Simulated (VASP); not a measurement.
# CaSe (rocksalt type) (Fm-3m) in VASP: further runs

Runs on CaSe (rocksalt type). Level: PBE. Tasks: single point.

Program: VASP 6.6.1. These are calculated values, not measurements. Logs are shortened: lines on timing, memory, paths and dates and some standing lists are left out, and cuts for length are marked.

## 1. The cell of the first run

It takes space group Fm-3m (No. 225, cubic). The conventional cell has a = 5.413 Å, b = 5.413 Å, c = 5.413 Å, α = 90.00°, β = 90.00°, γ = 90.00°. Within 3.6 Å of Ca (site symmetry m-3m) lie 6 Se at 2.71 Å. Within 3.6 Å of Se (site symmetry m-3m) lie 6 Ca at 2.71 Å.

## 2. Single point, PBE (19.83 Å³/atom)

The input, INCAR:

```
PREC = Accurate
ENCUT = 520
EDIFF = 1E-6
ISMEAR = -1
SIGMA = 0.08
LREAL = F
LASPH = T
NELM = 100
ALGO = Normal
ISIF = 2
LWAVE = F
LCHARG = F
GGA = PE
NBANDS = 15
```

The input, KPOINTS:

```
Automatic mesh
0
Gamma
  12 12 12
```

The input, POSCAR:

```
CaSe
1.0
    0.0000000000      2.7065697227      2.7065697227
    2.7065697227      0.0000000000      2.7065697227
    2.7065697227      2.7065697227      0.0000000000
Ca Se
1 1
Direct
    0.0000000000      0.0000000000      0.0000000000
    0.5000000000      0.5000000000      0.5000000000
```

Potentials or basis: VASP PAW PBE potentials, release 64 (Ca_sv, Se).

The run is started by

```console
cat potpaw_PBE.64/Ca_sv/POTCAR potpaw_PBE.64/Se/POTCAR > POTCAR
mpirun -np 1 vasp_std > vasp.out
```

OUTCAR:

```text
PREC = Accurate
   ENCUT = 520
   EDIFF = 1E-6
   ISMEAR = -1
   LREAL = F
   LASPH = T
   NELM = 100
   ISIF = 2
   GGA = PE

 ion  position               nearest neighbor table
   1  0.000  0.000  0.000-   2 2.71   2 2.71   2 2.71   2 2.71   2 2.71   2 2.71
   2  0.500  0.500  0.500-   1 2.71   1 2.71   1 2.71   1 2.71   1 2.71   1 2.71

  LATTYP: Found a face centered cubic cell.
 ALAT       =     5.4131394454

  Lattice vectors:

 A1 = (   0.0000000000,   2.7065697227,   2.7065697227)
 A2 = (   2.7065697227,   0.0000000000,   2.7065697227)
 A3 = (   2.7065697227,   2.7065697227,   0.0000000000)

Analysis of symmetry for initial positions (statically):
=====================================================================
 Subroutine PRICEL returns:
 Original cell was already a primitive cell.

 Routine SETGRP: Setting up the symmetry group for a
 face centered cubic supercell.

 Subroutine GETGRP returns: Found 48 space group operations
 (whereof 48 operations were pure point group operations)
 out of a pool of 48 trial point group operations.

The static configuration has the point symmetry O_h .

Analysis of symmetry for dynamics (positions and initial velocities):
=====================================================================
 Subroutine PRICEL returns:
 Original cell was already a primitive cell.

 Routine SETGRP: Setting up the symmetry group for a
 face centered cubic supercell.

 Subroutine GETGRP returns: Found 48 space group operations
 (whereof 48 operations were pure point group operations)
 out of a pool of 48 trial point group operations.

The dynamic configuration has the point symmetry O_h .

 Subroutine INISYM returns: Found 48 space group operations
 (whereof 48 operations are pure point group operations),
 and found     1 'primitive' translations

----------------------------------------------------------------------------------------

                                     Primitive cell

  volume of cell :      39.6541

  direct lattice vectors                    reciprocal lattice vectors
     0.000000000  2.706569723  2.706569723    -0.184735681  0.184735681  0.184735681
     2.706569723  0.000000000  2.706569723     0.184735681 -0.184735681  0.184735681
     2.706569723  2.706569723  0.000000000     0.184735681  0.184735681 -0.184735681

  length of vectors
     3.827667609  3.827667609  3.827667609     0.319971585  0.319971585  0.319971585

  position of ions in fractional coordinates (direct lattice)
     0.000000000  0.000000000  0.000000000
     0.500000000  0.500000000  0.500000000

  ion indices of the primitive-cell ions
   primitive index   ion index
                 1           1
                 2           2

----------------------------------------------------------------------------------------

 KPOINTS: Automatic mesh

Automatic generation of k-mesh.
 Grid dimensions read from file:
 generate k-points for:   12   12   12

 Generating k-lattice:

  Cartesian coordinates                     Fractional coordinates (reciprocal lattice)
    -0.015394640  0.015394640  0.015394640     0.083333333  0.000000000  0.000000000
     0.015394640 -0.015394640  0.015394640     0.000000000  0.083333333  0.000000000
     0.015394640  0.015394640 -0.015394640     0.000000000  0.000000000  0.083333333

  Length of vectors
     0.026664299  0.026664299  0.026664299

  Shift w.r.t. Gamma in fractional coordinates (k-lattice)
     0.000000000  0.000000000  0.000000000

 Subroutine IBZKPT returns following result:
 ===========================================

 Found     72 irreducible k-points:

 Following reciprocal coordinates:
            Coordinates               Weight
  0.000000  0.000000  0.000000      1.000000
  0.083333  0.000000  0.000000      8.000000
  0.166667  0.000000  0.000000      8.000000
  0.250000  0.000000  0.000000      8.000000
  0.333333  0.000000  0.000000      8.000000
  0.416667  0.000000  0.000000      8.000000
[... 16 lines left out ...]
  0.500000  0.166667  0.000000     24.000000
 -0.416667  0.166667  0.000000     24.000000
 [... further k-points ...]
   k-points           NKPTS =     72   k-points in BZ     NKDIM =     72   number of bands    NBANDS=     15
   number of dos      NEDOS =    301   number of ions     NIONS =      2
   total plane-waves  NPLWV =  21952
   dimension x,y,z NGX =    28 NGY =   28 NGZ =   28
   dimension x,y,z NGXF=    56 NGYF=   56 NGZF=   56
   ions per type =               1   1
   NGX,Y,Z   is equivalent  to a cutoff of  12.16, 12.16, 12.16 a.u.
   NGXF,Y,Z  is equivalent  to a cutoff of  24.32, 24.32, 24.32 a.u.
 SYSTEM =  unknown system
   PREC   = accura    normal or accurate (medium, high low for compatibility)
   ISTART =      0    job   : 0-new  1-cont  2-samecut
   ICHARG =      2    charge: 1-file 2-atom 10-const
   ISPIN  =      1    spin polarized calculation?
   LNONCOLLINEAR =      F non collinear calculations
   LSORBIT =      F    spin-orbit coupling
   LASPH  =      T    aspherical Exc in radial PAW
   ENCUT  =  520.0 eV  38.22 Ry    6.18 a.u.   7.12  7.12  7.12*2*pi/ulx,y,z
   NELM   =    100;   NELMIN=  2; NELMDL= -5     # of ELM steps
   EDIFF  = 0.1E-05   stopping-criterion for ELM
   LREAL  =      F    real-space projection
   EDIFFG = 0.1E-04   stopping-criterion for IOM
   NSW    =      0    number of steps for IOM
   IBRION =     -1    ionic relax: 0-MD 1-quasi-New 2-CG
   NFREE  =      0    steps in history (QN), initial steepest desc. (CG)
   ISIF   =      2    stress and relaxation
   ISYM   =      2    0-nonsym 1-usesym 2-fastsym
   POTIM  = 0.5000    time-step for ionic-motion
   TEBEG  =    0.0;   TEEND  =   0.0 temperature during run
   PSTRESS=    0.0 pullay stress
   NELECT =      16.0000    total number of electrons
   NUPDOWN=      -1.0000    fix difference up-down
   EMIN   =  10.00;   EMAX   =-10.00  energy-range for DOS
   EFERMI =   0.00;   METHOD = LEGACY
   ISMEAR =    -1;   SIGMA  =   0.08  broadening in eV -4-tet -1-fermi 0-gaus
   EFERMI_NEDOS =   21; number of points for ismear=-14 and -15
   IALGO  =     38    algorithm
   IMIX   =      4    mixing-type and parameters
     AMIX     =   0.40;   BMIX     =  1.00
     AMIX_MAG =   1.60;   BMIX_MAG =  1.00
  volume/ion in A,a.u.               =      19.83       133.80
  Fermi-wavevector in a.u.,A,eV,Ry     =   1.209722  2.286043 19.911140  1.463428
  Thomas-Fermi vector in A             =   2.345291
   LORBIT       =      0    0 simple, 1 ext, 2 COOP (PROOUT), +10 PAW based schemes
   GGA     = PE    functional components
   LHFCALC =     F    Hartree Fock is set to
   AEXX    =    0.0000 exact exchange contribution
   IVDW    =     0    specifies the selected vdW correction
   LEPSILON=     F    determine dielectric tensor
   LRPA    =     F    only Hartree local field effects (RPA)
 non-spin polarized calculation
  energy-cutoff  :      520.00
  volume of cell :       39.65
 maximum number of plane-waves:      1090
   NGX = 15   NGY = 15   NGZ = 15

 number of electron      15.9999999 magnetization

 Free energy of the ion-electron system (eV)
  ---------------------------------------------------
  ext. energy  EPLUGINS =         0.00000000
  ---------------------------------------------------
  free energy    TOTEN  =        -8.65847630 eV

  energy without entropy =       -8.65846822  energy(sigma->0) =       -8.65847226

 E-fermi :   5.1743     XC(G=0): -10.3402

 val. band max:        4.6116299499   @ k =   0.0000   0.0000   0.0000
 cond. band min:       5.7297207326   @ k =   0.5000   0.5000   0.0000
 fundamental gap:      1.1180907827
 Fermi energy:         5.1743478956

 k-point     1 :       0.0000    0.0000    0.0000
  band No.  band energies     occupation
      1     -34.4904      2.00000
      2     -15.5322      2.00000
      3     -15.5322      2.00000
      4     -15.5322      2.00000
      5      -8.3118      2.00000
      6       4.6116      1.99824
      7       4.6116      1.99824
      8       4.6116      1.99824
      9       7.9984      0.00000
     10       7.9984      0.00000
     11       7.9984      0.00000
     12       8.8734      0.00000
     13       8.8734      0.00000
     14       9.6278      0.00000
     15      14.5369      0.00000

 k-point     2 :       0.0833    0.0000    0.0000
  band No.  band energies     occupation
      1     -34.4884      2.00000
      2     -15.5609      2.00000
      3     -15.5334      2.00000
      4     -15.5334      2.00000
      5      -8.2279      2.00000
      6       4.1074      2.00000
      7       4.3992      1.99988
      8       4.3992      1.99988
      9       8.0922      0.00000
     10       8.1433      0.00000
     11       8.1433      0.00000
     12       9.1780      0.00000
     13       9.1780      0.00000
     14      10.0716      0.00000
     15      14.8083      0.00000

 k-point     3 :       0.1667    0.0000    0.0000
  band No.  band energies     occupation
      1     -34.4832      2.00000
      2     -15.6374      2.00000
      3     -15.5368      2.00000
      4     -15.5368      2.00000
      5      -7.9932      2.00000
      6       3.0579      2.00000
      7       3.9299      2.00000
      8       3.9299      2.00000
      9       8.1980      0.00000
     10       8.5029      0.00000
     11       8.5029      0.00000
     12       9.9812      0.00000
     13       9.9812      0.00000
     14      11.1206      0.00000
     15      15.3089      0.00000
[... 343 lines left out ...]
 k-point    23 :       0.5000    0.1667    0.0000
  band No.  band energies     occupation
      1     -34.4594      2.00000
      2     -15.8691      2.00000
      3     -15.5971      2.00000
      4     -15.5712      2.00000
      5      -7.0214      2.00000
      6       0.6222      2.00000
      7       2.4344      2.00000
      8       2.8559      2.00000
      9       8.6499      0.00000
     10      10.7508      0.00000
     11      10.8025      0.00000
     12      11.2562      0.00000
     13      11.9904      0.00000
     14      13.2657      0.00000
     15      14.3065      0.00000

 k-point    24 :      -0.4167    0.1667    0.0000
  band No.  band energies     occupation
      1     -34.4589      2.00000
      2     -15.8750      2.00000
      3     -15.6088      2.00000
      4     -15.5622      2.00000
      5      -6.9764      2.00000
      6       0.5458      2.00000
      7       2.4160      2.00000
      8       2.7445      2.00000
      9       9.3986      0.00000
     10      10.1504      0.00000
     11      10.4354      0.00000
     12      11.6089      0.00000
     13      12.2320      0.00000
     14      12.9331      0.00000
     15      14.8011      0.00000

 [... further k-points ...]
[... 5 lines left out ...]
  --------------------------------------------------------------------------------------
  -------------------------------------------------------------------------------------
  Total        6.2514095      6.2514095      6.2514095      0.0000000      0.0000000      0.0000000
  in kB      252.5811149    252.5811149    252.5811149      0.0000000      0.0000000      0.0000000
  external PRESSURE =     252.5811149 kB  Pullay stress =       0.0000000 kB

 VOLUME and BASIS-vectors are now :
 -----------------------------------------------------------------------------
  energy-cutoff  :      520.00
  volume of cell :       39.65
      direct lattice vectors                 reciprocal lattice vectors
     0.000000000  2.706569723  2.706569723    -0.184735681  0.184735681  0.184735681
     2.706569723  0.000000000  2.706569723     0.184735681 -0.184735681  0.184735681
     2.706569723  2.706569723  0.000000000     0.184735681  0.184735681 -0.184735681

 POSITION                                       TOTAL-FORCE (eV/Angst)
 -----------------------------------------------------------------------------------
      0.00000      0.00000      0.00000         0.000000     -0.000000      0.000000
      2.70657      2.70657      2.70657        -0.000000      0.000000      0.000000
 -----------------------------------------------------------------------------------
    total drift:                                0.000000      0.000000      0.000000

  FREE ENERGIE OF THE ION-ELECTRON SYSTEM (eV)
  ---------------------------------------------------
  free  energy   TOTEN  =        -8.6584763007 eV

  energy  without entropy=       -8.6584682221  energy(sigma->0) =       -8.65847226
```

It took 36 s on 1 thread of AMD EPYC 7R13 (Zen 3), shared host; peak memory 0.15 GiB.

Results:

- Free energy: -8.6585 eV
- Pressure: 25.3 GPa
- Band gap on the k mesh: 1.12 eV (least direct gap 2.30 eV)

Caveat: the cell stands under pressure. A k mesh can miss the band edges.

## 3. Single point, PBE (19.83 Å³/atom)

The input, INCAR:

```
SYSTEM = CaSe
PREC = Accurate ; ENCUT = 520
EDIFF = 1E-7 ; ISMEAR = -1
SIGMA = 0.08 ; LREAL = .FALSE.
LASPH = .TRUE. ; NELM = 80
ALGO = Normal ; ISIF = 2
LWAVE = .FALSE. ; LCHARG = .TRUE.
GGA = PE ; LELF = .TRUE.
LVHAR = .TRUE. ; NBANDS = 15
```

The input, KPOINTS:

```
regular mesh
0
G
  12 12 12
  0 0 0
```

POSCAR is that of step 2.

Potentials or basis: VASP PAW PBE potentials, release 64 (Ca_sv, Se).

The run is started by

```console
cat potpaw_PBE.64/Ca_sv/POTCAR potpaw_PBE.64/Se/POTCAR > POTCAR
mpirun -np 1 vasp_std > vasp.out
```

OUTCAR:

```text
SYSTEM = CaSe
   PREC = Accurate
   ENCUT = 520
   EDIFF = 1E-7
   ISMEAR = -1
   LREAL = .FALSE.
   LASPH = .TRUE.
   NELM = 80
   ISIF = 2
   GGA = PE

 ion  position               nearest neighbor table
   1  0.000  0.000  0.000-   2 2.71   2 2.71   2 2.71   2 2.71   2 2.71   2 2.71
   2  0.500  0.500  0.500-   1 2.71   1 2.71   1 2.71   1 2.71   1 2.71   1 2.71

  LATTYP: Found a face centered cubic cell.
 ALAT       =     5.4131394454

  Lattice vectors:

 A1 = (   0.0000000000,   2.7065697227,   2.7065697227)
 A2 = (   2.7065697227,   0.0000000000,   2.7065697227)
 A3 = (   2.7065697227,   2.7065697227,   0.0000000000)

Analysis of symmetry for initial positions (statically):
=====================================================================
 Subroutine PRICEL returns:
 Original cell was already a primitive cell.

 Routine SETGRP: Setting up the symmetry group for a
 face centered cubic supercell.

 Subroutine GETGRP returns: Found 48 space group operations
 (whereof 48 operations were pure point group operations)
 out of a pool of 48 trial point group operations.

The static configuration has the point symmetry O_h .

Analysis of symmetry for dynamics (positions and initial velocities):
[... 164 lines left out ...]

 k-point     1 :       0.0000    0.0000    0.0000
  band No.  band energies     occupation
      1     -34.4902      2.00000
      2     -15.5320      2.00000
      3     -15.5320      2.00000
      4     -15.5320      2.00000
      5      -8.3118      2.00000
      6       4.6116      1.99824
      7       4.6116      1.99824
      8       4.6116      1.99824
      9       7.9984      0.00000
     10       7.9984      0.00000
     11       7.9984      0.00000
     12       8.8734      0.00000
     13       8.8734      0.00000
     14       9.6279      0.00000
[... 401 lines left out ...]
      2     -15.8749      2.00000
      3     -15.6086      2.00000
      4     -15.5620      2.00000
      5      -6.9765      2.00000
      6       0.5458      2.00000
      7       2.4160      2.00000
      8       2.7444      2.00000
      9       9.3987      0.00000
     10      10.1505      0.00000
     11      10.4355      0.00000
     12      11.6090      0.00000
     13      12.2320      0.00000
     14      12.9332      0.00000
     15      14.8011      0.00000

 [... further k-points ...]
[... 5 lines left out ...]
  --------------------------------------------------------------------------------------
  -------------------------------------------------------------------------------------
  Total        6.2506814      6.2506814      6.2506814      0.0000000      0.0000000      0.0000000
  in kB      252.5516971    252.5516971    252.5516971      0.0000000      0.0000000      0.0000000
  external PRESSURE =     252.5516971 kB  Pullay stress =       0.0000000 kB

 VOLUME and BASIS-vectors are now :
 -----------------------------------------------------------------------------
  energy-cutoff  :      520.00
  volume of cell :       39.65
      direct lattice vectors                 reciprocal lattice vectors
     0.000000000  2.706569723  2.706569723    -0.184735681  0.184735681  0.184735681
     2.706569723  0.000000000  2.706569723     0.184735681 -0.184735681  0.184735681
     2.706569723  2.706569723  0.000000000     0.184735681  0.184735681 -0.184735681

 POSITION                                       TOTAL-FORCE (eV/Angst)
 -----------------------------------------------------------------------------------
      0.00000      0.00000      0.00000        -0.000000     -0.000000      0.000000
      2.70657      2.70657      2.70657         0.000000      0.000000     -0.000000
 -----------------------------------------------------------------------------------
    total drift:                                0.000000      0.000000      0.000000

  FREE ENERGIE OF THE ION-ELECTRON SYSTEM (eV)
  ---------------------------------------------------
  free  energy   TOTEN  =        -8.6584762159 eV

  energy  without entropy=       -8.6584681440  energy(sigma->0) =       -8.65847218
```

OSZICAR:

```text
N       E                     dE             d eps       ncg     rms          rms(c)
DAV:   1     0.111732690052E+03    0.11173E+03   -0.77224E+03  2160   0.102E+03
DAV:   2    -0.461633527855E+01   -0.11635E+03   -0.11060E+03  2594   0.261E+02
DAV:   3    -0.864052380545E+01   -0.40242E+01   -0.39884E+01  2914   0.461E+01
DAV:   4    -0.880507655925E+01   -0.16455E+00   -0.16449E+00  2950   0.777E+00
DAV:   5    -0.880615388963E+01   -0.10773E-02   -0.10772E-02  2952   0.674E-01    0.432E+00
DAV:   6    -0.868297612341E+01    0.12318E+00   -0.10241E-01  2601   0.198E+00    0.268E+00
DAV:   7    -0.865703227673E+01    0.25944E-01   -0.87319E-02  2896   0.220E+00    0.667E-01
DAV:   8    -0.865840186758E+01   -0.13696E-02   -0.67431E-03  2531   0.626E-01    0.100E-01
DAV:   9    -0.865841526464E+01   -0.13397E-04   -0.42710E-04  2762   0.220E-01    0.336E-02
DAV:  10    -0.865847358003E+01   -0.58315E-04   -0.60583E-05  2714   0.576E-02    0.131E-02
DAV:  11    -0.865847658011E+01   -0.30001E-05   -0.69257E-06  2846   0.255E-02    0.240E-03
DAV:  12    -0.865847630626E+01    0.27385E-06   -0.34579E-07  2768   0.565E-03    0.754E-04
DAV:  13    -0.865847621593E+01    0.90331E-07   -0.22690E-08  1598   0.139E-03
   1 F= -.86584762E+01 E0= -.86584722E+01  d E =-.807197E-05
```

Run time: 38 s. Hardware: 1 thread of AMD EPYC 7R13 (Zen 3), shared host; peak memory 0.16 GiB.

What came out:

| Property | Result |
| --- | --- |
| Free energy | -8.6585 eV |
| Pressure | 25.3 GPa |
| Band gap on the k mesh | 1.12 eV (least direct gap 2.31 eV) |

Caveat: the cell stands under pressure. A k mesh can miss the band edges.
